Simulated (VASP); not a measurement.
# Te3Pt2Se (P4/mmm) in VASP: relaxation of cell and atoms with PBE

Aim: the relaxation of cell and atoms of Te3Pt2Se with PBE.

Program: VASP 6.6.1. These are calculated values, not measurements. Logs are shortened: lines on timing, memory, paths and dates and some standing lists are left out, and cuts for length are marked.

## Step 1: The cell of the first run

Symmetry: P4/mmm, No. 123, tetragonal system. The conventional cell has a = 3.472 Å, b = 3.472 Å, c = 10.892 Å, α = 90.00°, β = 90.00°, γ = 90.00°. Within 3.9 Å of Te (site symmetry 4mm) lie 4 Pt at 2.94 Å and 4 Se at 3.25 Å and 5 Te at 3.32 to 3.47 Å. Within 3.9 Å of Te (site symmetry 4/mmm) lie 8 Pt at 2.99 Å and 6 Te at 3.32 to 3.47 Å. Pt (site symmetry 4mm) has 8 Te at 2.94 to 2.99 Å and 5 Pt at 3.40 to 3.47 Å and 1 Se at 3.74 Å within 3.9 Å. Within 4.3 Å of Se (site symmetry 4/mmm) lie 8 Te at 3.25 Å and 4 Se at 3.47 Å and 2 Pt at 3.74 Å.

The cell was generated, and may not be a known phase.

## Step 2: Relaxation of cell and atoms, PBE

Input file INCAR:

```
SYSTEM = Te3Pt2Se
PREC     = Accurate       ! precision mode
ENCUT    = 600            ! plane-wave cutoff, eV
EDIFF    = 1E-6           ! SCF threshold, eV
ISMEAR   = 0              ! smearing method
SIGMA    = 0.1            ! smearing width, eV
LREAL    = .FALSE.        ! projectors in reciprocal space
LASPH    = .TRUE.         ! aspherical terms in the spheres
NELM     = 80             ! most SCF steps
ALGO     = Normal         ! electronic algorithm
ISIF     = 3              ! what is computed and relaxed
LWAVE    = .FALSE.        ! write WAVECAR
LCHARG   = .FALSE.        ! write CHGCAR
GGA      = PE             ! functional
IBRION   = 2              ! ionic algorithm
NSW      = 100            ! ionic steps
EDIFFG   = -0.01          ! ionic threshold
```

Input file KPOINTS:

```
Automatic mesh
0
G
  12 12 4
  0 0 0
```

Input file POSCAR:

```
Te3Pt2Se
1.0
    3.4722418078      0.0000000000      0.0000000000
    0.0000000000      3.4722418078      0.0000000000
    0.0000000000      0.0000000000     10.8920015547
Te Pt Se
3 2 1
Direct
    0.5000000000      0.5000000000      0.1949270733
    0.5000000000      0.5000000000      0.5000000000
    0.5000000000      0.5000000000      0.8050729267
    0.0000000000      0.0000000000      0.3436978206
    0.0000000000      0.0000000000      0.6563021794
    0.0000000000      0.0000000000      0.0000000000
```

Potentials or basis: VASP PAW PBE potentials, release 64 (Te, Pt, Se).

On the command line:

```console
$ cat potpaw_PBE.64/Te/POTCAR potpaw_PBE.64/Pt/POTCAR potpaw_PBE.64/Se/POTCAR > POTCAR
$ mpirun -np 1 vasp_std > vasp.out
```

OUTCAR:

```text
SYSTEM = Te3Pt2Se
   PREC = Accurate
   ENCUT = 600
   EDIFF = 1E-6
   ISMEAR = 0
   LREAL = .FALSE.
   LASPH = .TRUE.
   NELM = 80
   ISIF = 3
   GGA = PE
   IBRION = 2
   NSW = 100
   EDIFFG = -0.01

 ion  position               nearest neighbor table
   1  0.500  0.500  0.195-   4 2.94   4 2.94   4 2.94   4 2.94   2 3.32
   2  0.500  0.500  0.500-   4 2.99   5 2.99   4 2.99   5 2.99   4 2.99   5 2.99   4 2.99   5 2.99
                             1 3.32   3 3.32
   3  0.500  0.500  0.805-   5 2.94   5 2.94   5 2.94   5 2.94   2 3.32
   4  0.000  0.000  0.344-   1 2.94   1 2.94   1 2.94   1 2.94   2 2.99   2 2.99   2 2.99   2 2.99
                             5 3.40
   5  0.000  0.000  0.656-   3 2.94   3 2.94   3 2.94   3 2.94   2 2.99   2 2.99   2 2.99   2 2.99
                             4 3.40
   6  0.000  0.000  0.000-

  LATTYP: Found a simple tetragonal cell.
 ALAT       =     3.4722418078
 C/A-ratio  =     3.1368787537

  Lattice vectors:

 A1 = (   3.4722418078,   0.0000000000,   0.0000000000)
 A2 = (   0.0000000000,   3.4722418078,   0.0000000000)
 A3 = (   0.0000000000,   0.0000000000,  10.8920015547)

Analysis of symmetry for initial positions (statically):
=====================================================================
 Subroutine PRICEL returns:
 Original cell was already a primitive cell.

 Routine SETGRP: Setting up the symmetry group for a
 simple tetragonal supercell.

 Subroutine GETGRP returns: Found 16 space group operations
 (whereof 16 operations were pure point group operations)
 out of a pool of 16 trial point group operations.

The static configuration has the point symmetry D_4h.

Analysis of symmetry for dynamics (positions and initial velocities):
=====================================================================
 Subroutine PRICEL returns:
 Original cell was already a primitive cell.

 Routine SETGRP: Setting up the symmetry group for a
 simple tetragonal supercell.

 Subroutine GETGRP returns: Found 16 space group operations
 (whereof 16 operations were pure point group operations)
 out of a pool of 16 trial point group operations.

The dynamic configuration has the point symmetry D_4h.

 Subroutine INISYM returns: Found 16 space group operations
 (whereof 16 operations are pure point group operations),
 and found     1 'primitive' translations

----------------------------------------------------------------------------------------

                                     Primitive cell

  volume of cell :     131.3190

  direct lattice vectors                    reciprocal lattice vectors
     3.472241808  0.000000000  0.000000000     0.287998376  0.000000000  0.000000000
     0.000000000  3.472241808  0.000000000     0.000000000  0.287998376  0.000000000
     0.000000000  0.000000000 10.892001555     0.000000000  0.000000000  0.091810490

  length of vectors
     3.472241808  3.472241808 10.892001555     0.287998376  0.287998376  0.091810490

  position of ions in fractional coordinates (direct lattice)
     0.500000000  0.500000000  0.194927073
     0.500000000  0.500000000  0.500000000
     0.500000000  0.500000000  0.805072927
     0.000000000  0.000000000  0.343697821
     0.000000000  0.000000000  0.656302179
     0.000000000  0.000000000  0.000000000

  ion indices of the primitive-cell ions
   primitive index   ion index
                 1           1
                 2           2
                 3           3
                 4           4
                 5           5
                 6           6

----------------------------------------------------------------------------------------

 KPOINTS: Automatic mesh

Automatic generation of k-mesh.
 Grid dimensions read from file:
 generate k-points for:   12   12    4

 Generating k-lattice:

  Cartesian coordinates                     Fractional coordinates (reciprocal lattice)
     0.023999865  0.000000000  0.000000000     0.083333333  0.000000000  0.000000000
     0.000000000  0.023999865  0.000000000     0.000000000  0.083333333  0.000000000
     0.000000000  0.000000000  0.022952623     0.000000000  0.000000000  0.250000000

  Length of vectors
     0.023999865  0.023999865  0.022952623

  Shift w.r.t. Gamma in fractional coordinates (k-lattice)
     0.000000000  0.000000000  0.000000000

 Subroutine IBZKPT returns following result:
 ===========================================

 Found     84 irreducible k-points:

 Following reciprocal coordinates:
            Coordinates               Weight
  0.000000  0.000000  0.000000      1.000000
  0.083333  0.000000  0.000000      4.000000
  0.166667  0.000000  0.000000      4.000000
  0.250000  0.000000  0.000000      4.000000
  0.333333  0.000000  0.000000      4.000000
  0.416667  0.000000  0.000000      4.000000
[... 16 lines left out ...]
  0.333333  0.333333  0.000000      4.000000
  0.416667  0.333333  0.000000      8.000000
 [... further k-points ...]
   k-points           NKPTS =     84   k-points in BZ     NKDIM =     84   number of bands    NBANDS=     26
   number of dos      NEDOS =    301   number of ions     NIONS =      6
   total plane-waves  NPLWV =  70560
   dimension x,y,z NGX =    28 NGY =   28 NGZ =   90
   dimension x,y,z NGXF=    56 NGYF=   56 NGZF=  180
   ions per type =               3   2   1
   NGX,Y,Z   is equivalent  to a cutoff of  13.41, 13.41, 13.74 a.u.
   NGXF,Y,Z  is equivalent  to a cutoff of  26.81, 26.81, 27.47 a.u.
 SYSTEM =  Te3Pt2Se
   PREC   = accura    normal or accurate (medium, high low for compatibility)
   ISTART =      0    job   : 0-new  1-cont  2-samecut
   ICHARG =      2    charge: 1-file 2-atom 10-const
   ISPIN  =      1    spin polarized calculation?
   LNONCOLLINEAR =      F non collinear calculations
   LSORBIT =      F    spin-orbit coupling
   LASPH  =      T    aspherical Exc in radial PAW
   ENCUT  =  600.0 eV  44.10 Ry    6.64 a.u.   6.93  6.93 21.75*2*pi/ulx,y,z
   NELM   =     80;   NELMIN=  2; NELMDL= -5     # of ELM steps
   EDIFF  = 0.1E-05   stopping-criterion for ELM
   LREAL  =      F    real-space projection
   EDIFFG = -.1E-01   stopping-criterion for IOM
   NSW    =    100    number of steps for IOM
   IBRION =      2    ionic relax: 0-MD 1-quasi-New 2-CG
   NFREE  =      1    steps in history (QN), initial steepest desc. (CG)
   ISIF   =      3    stress and relaxation
   ISYM   =      2    0-nonsym 1-usesym 2-fastsym
   POTIM  = 0.5000    time-step for ionic-motion
   TEBEG  =    0.0;   TEEND  =   0.0 temperature during run
   PSTRESS=    0.0 pullay stress
   NELECT =      44.0000    total number of electrons
   NUPDOWN=      -1.0000    fix difference up-down
   EMIN   =  10.00;   EMAX   =-10.00  energy-range for DOS
   EFERMI =   0.00;   METHOD = LEGACY
   ISMEAR =     0;   SIGMA  =   0.10  broadening in eV -4-tet -1-fermi 0-gaus
   EFERMI_NEDOS =   21; number of points for ismear=-14 and -15
   IALGO  =     38    algorithm
   IMIX   =      4    mixing-type and parameters
     AMIX     =   0.40;   BMIX     =  1.00
     AMIX_MAG =   1.60;   BMIX_MAG =  1.00
  volume/ion in A,a.u.               =      21.89       147.70
  Fermi-wavevector in a.u.,A,eV,Ry     =   1.137059  2.148731 17.591030  1.292904
  Thomas-Fermi vector in A             =   2.273765
   LORBIT       =      0    0 simple, 1 ext, 2 COOP (PROOUT), +10 PAW based schemes
   GGA     = PE    functional components
   LHFCALC =     F    Hartree Fock is set to
   AEXX    =    0.0000 exact exchange contribution
   IVDW    =     0    specifies the selected vdW correction
   LEPSILON=     F    determine dielectric tensor
   LRPA    =     F    only Hartree local field effects (RPA)
 conjugate gradient relaxation of ions
 non-spin polarized calculation
 Gauss-broadening in eV      SIGMA  =   0.10
  energy-cutoff  :      600.00
  volume of cell :      131.32
 maximum number of plane-waves:      4418
 NGX is ok and might be reduce to    28
   NGX = 13   NGY = 13   NGZ = 43

--------------------------------------- Ionic step        1  -------------------------------------------

 number of electron      43.9999998 magnetization

 Free energy of the ion-electron system (eV)
  ---------------------------------------------------
  ext. energy  EPLUGINS =         0.00000000
  ---------------------------------------------------
  free energy    TOTEN  =       -23.73800141 eV

  energy without entropy =      -23.71886263  energy(sigma->0) =      -23.72843202

------------------------ aborting loop because EDIFF is reached ----------------------------------------

  FORCE on cell =-STRESS in cart. coord.  units (eV):
  Direction    XX          YY          ZZ          XY          YZ          ZX
  --------------------------------------------------------------------------------------
  -------------------------------------------------------------------------------------
  Total       -0.2637753     -0.2637753     -0.3052623      0.0000000      0.0000000     -0.0000000
  in kB       -3.2182303     -3.2182303     -3.7243982      0.0000000      0.0000000     -0.0000000
  external PRESSURE =      -3.3869530 kB  Pullay stress =       0.0000000 kB
[... 265 lines left out ...]
  energy  without entropy=      -23.7310418238  energy(sigma->0) =      -23.73918502

--------------------------------------- Ionic step        8  -------------------------------------------

 number of electron      43.9999997 magnetization

 Free energy of the ion-electron system (eV)
  ---------------------------------------------------
  ext. energy  EPLUGINS =         0.00000000
  ---------------------------------------------------
  free energy    TOTEN  =       -23.74736127 eV

  energy without entropy =      -23.73098527  energy(sigma->0) =      -23.73917327

 E-fermi :   9.1172     XC(G=0): -11.1674

 val. band max:        9.1036119369   @ k =   0.0833   0.0833   0.2500
 cond. band min:       9.1178361274   @ k =   0.4167   0.2500   0.5000
 fundamental gap:      0.0142241905
 Fermi energy:         9.1172470940

 k-point     1 :       0.0000    0.0000    0.0000
  band No.  band energies     occupation
      1      -5.5933      2.00000
      2      -4.6308      2.00000
      3      -4.1687      2.00000
      4      -2.1816      2.00000
      5       1.6804      2.00000
      6       4.5013      2.00000
[... 685 lines left out ...]
     25       9.9388      0.00000
     26      10.2418      0.00000

 [... further k-points ...]

------------------------ aborting loop because EDIFF is reached ----------------------------------------

  FORCE on cell =-STRESS in cart. coord.  units (eV):
  Direction    XX          YY          ZZ          XY          YZ          ZX
  --------------------------------------------------------------------------------------
  -------------------------------------------------------------------------------------
  Total        0.0159211      0.0159211     -0.0438162      0.0000000      0.0000000     -0.0000000
  in kB        0.1961069      0.1961069     -0.5397010      0.0000000      0.0000000     -0.0000000
  external PRESSURE =      -0.0491624 kB  Pullay stress =       0.0000000 kB
[... 21 lines left out ...]
  FREE ENERGIE OF THE ION-ELECTRON SYSTEM (eV)
  ---------------------------------------------------
  free  energy   TOTEN  =       -23.7473612671 eV

  energy  without entropy=      -23.7309852710  energy(sigma->0) =      -23.73917327

 reached required accuracy - stopping structural energy minimisation
```

Run time: 13 min. Hardware: 1 thread of Intel Xeon 6975P-C (Granite Rapids), shared host; peak memory 0.53 GiB.

What came out:

* Free energy: -23.7474 eV
* Relaxed volume: 21.68 Å³/atom
* Relaxed cell: a = 3.464 Å, b = 3.464 Å, c = 10.838 Å, α = 90.00°, β = 90.00°, γ = 90.00°
* Space group after relaxing (to 0.1 Å): P4/mmm (No. 123)
* Energy gained by relaxing: 1.6 meV/atom
* Ionic steps: 8
* Pressure after relaxing: 0.0 GPa
* Largest force after relaxing: 0.005 eV/Å
* Band gap on the k mesh: zero (bands 22 and 23 overlap by 1.38 eV)

Forces in eV/Å, atoms in the order of the input:
```
Te   0.000  0.000 -0.001
Te   0.000  0.000  0.000
Te   0.000  0.000  0.001
Pt   0.000  0.000 -0.005
Pt   0.000  0.000  0.005
Se   0.000  0.000  0.000
```

The path:
```tsv
step	energy change (eV)	largest force (eV/Å)	pressure (GPa)	volume (Å³)
1	0.0000	0.1540	-0.34	131.32
2	-0.0029	0.1648	0.24	130.44
3	-0.0032	0.1672	0.47	130.09
4	-0.0050	0.1416	0.39	130.07
5	-0.0085	0.0631	0.20	130.03
6	-0.0070	0.1012	-0.14	129.93
7	-0.0093	0.0067	0.05	129.99
8	-0.0094	0.0050	0.00	130.07
```

Final structure:
```xyz
6
Lattice="3.4643 0.0000 0.0000 0.0000 3.4643 0.0000 0.0000 0.0000 10.8381" Properties=species:S:1:pos:R:3 pbc="T T T"
Te    1.7322    1.7322    2.0680
Te    1.7322    1.7322    5.4191
Te    1.7322    1.7322    8.7701
Pt    0.0000    0.0000    3.7379
Pt    3.4643    3.4643    7.1002
Se    0.0000    3.4643    0.0000
```

Levels at points of the mesh, in eV from the Fermi level:
```
           k point  band 20  band 21  band 22  band 23  band 24  band 25
(0.00, 0.00, 0.00)     0.04     0.04     0.40     0.40     0.82     1.98
(0.50, 0.00, 0.00)    -0.93     0.04     0.59     0.80     1.52     1.55
(0.50, 0.50, 0.00)    -1.67    -1.42    -0.45    -0.26     0.59     0.81
(0.00, 0.00, 0.50)    -1.05    -1.05    -0.39     1.67     1.67     1.89
(0.50, 0.00, 0.50)    -0.88    -0.64     0.04     0.84     0.93     1.29
(0.50, 0.50, 0.50)    -1.22    -1.22    -0.70    -0.42     0.03     0.03
```

Caveat: the highest band is partly filled, so the run has too few bands; spin-orbit coupling is left out, which moves the levels of the heavy elements.
